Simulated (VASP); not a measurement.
Set up this calculation in VASP 6.6.1, as the native input.

```yaml
Task: single point
Functional: PBE
Potentials_or_basis: VASP PAW PBE potentials, release 64 (B, P)
Cutoff: 500 eV
k_mesh: 1 × 1 × 1
Occupations: fermi-dirac, width 0.01 eV
Spin: no spin polarisation
Dipole_correction: no
Further_INCAR_settings: LREAL = Auto; ALGO = Normal; EDIFF = 1e-06; NBANDS = 86
```

The structure of BP lies in POSCAR:

```
BP
1.0
   -4.5480984000      4.5480984000     -4.5480984000
    4.5480984000      4.5480984000      4.5480984000
    4.5480984000     -4.5480984000     -4.5480984000
B P
16 16
Direct
    0.0000000000      0.0000000000      0.0000000000
    0.0000000000      0.2500000000      0.7500000000
    0.0000000000      0.5000000000      0.5000000000
    0.0000000000      0.7500000000      0.2500000000
    0.2500000000      0.0000000000      0.7500000000
    0.2500000000      0.2500000000      0.5000000000
    0.2500000000      0.5000000000      0.2500000000
    0.2500000000      0.7500000000      0.0000000000
    0.5000000000      0.0000000000      0.5000000000
    0.5000000000      0.2500000000      0.2500000000
    0.5000000000      0.5000000000      0.0000000000
    0.5000000000      0.7500000000      0.7500000000
    0.7500000000      0.0000000000      0.2500000000
    0.7500000000      0.2500000000      0.0000000000
    0.7500000000      0.5000000000      0.7500000000
    0.7500000000      0.7500000000      0.5000000000
    0.0000000000      0.0000000000      0.7500000000
    0.0000000000      0.2500000000      0.5000000000
    0.0000000000      0.5000000000      0.2500000000
    0.0000000000      0.7500000000      0.0000000000
    0.2500000000      0.0000000000      0.5000000000
    0.2500000000      0.2500000000      0.2500000000
    0.2500000000      0.5000000000      0.0000000000
    0.2500000000      0.7500000000      0.7500000000
    0.5000000000      0.0000000000      0.2500000000
    0.5000000000      0.2500000000      0.0000000000
    0.5000000000      0.5000000000      0.7500000000
    0.5000000000      0.7500000000      0.5000000000
    0.7500000000      0.0000000000      0.0000000000
    0.7500000000      0.2500000000      0.7500000000
    0.7500000000      0.5000000000      0.5000000000
    0.7500000000      0.7500000000      0.2500000000
```

The input as run:

INCAR

```
SYSTEM = BP
ALGO     = Normal         ! electronic algorithm
EDIFF    = 1E-6           ! SCF threshold, eV
ENCUT    = 500            ! plane-wave cutoff, eV
GGA      = PE             ! functional
GGA_COMPAT= .FALSE.      
ISIF     = 2              ! what is computed and relaxed
ISMEAR   = -1             ! smearing method
LASPH    = .TRUE.         ! aspherical terms in the spheres
LCHARG   = .FALSE.        ! write CHGCAR
LREAL    = Auto         
LWAVE    = .FALSE.        ! write WAVECAR
NBANDS   = 86             ! bands
NELM     = 120            ! most SCF steps
PREC     = Accurate       ! precision mode
SIGMA    = 0.01           ! smearing width, eV
```

KPOINTS

```
k-points
0
G
  1 1 1
  0 0 0
```

Potentials or basis: VASP PAW PBE potentials, release 64 (B, P).

Run with:

```sh
$ cat potpaw_PBE.64/B/POTCAR potpaw_PBE.64/P/POTCAR > POTCAR
$ mpirun -np 1 vasp_gam > vasp.out
```

It gave:

```json
{
  "Pressure": "1.9 GPa",
  "Band gap on the k mesh": "1.30 eV"
}
```

Caveat: the k points lie up to 0.98 Å⁻¹ apart; an odd mesh through Γ misses points on the zone boundary, where band edges can lie.

It took 2.4 min on 1 thread of Intel Xeon 8259CL (shared host), peak memory 0.46 GiB.
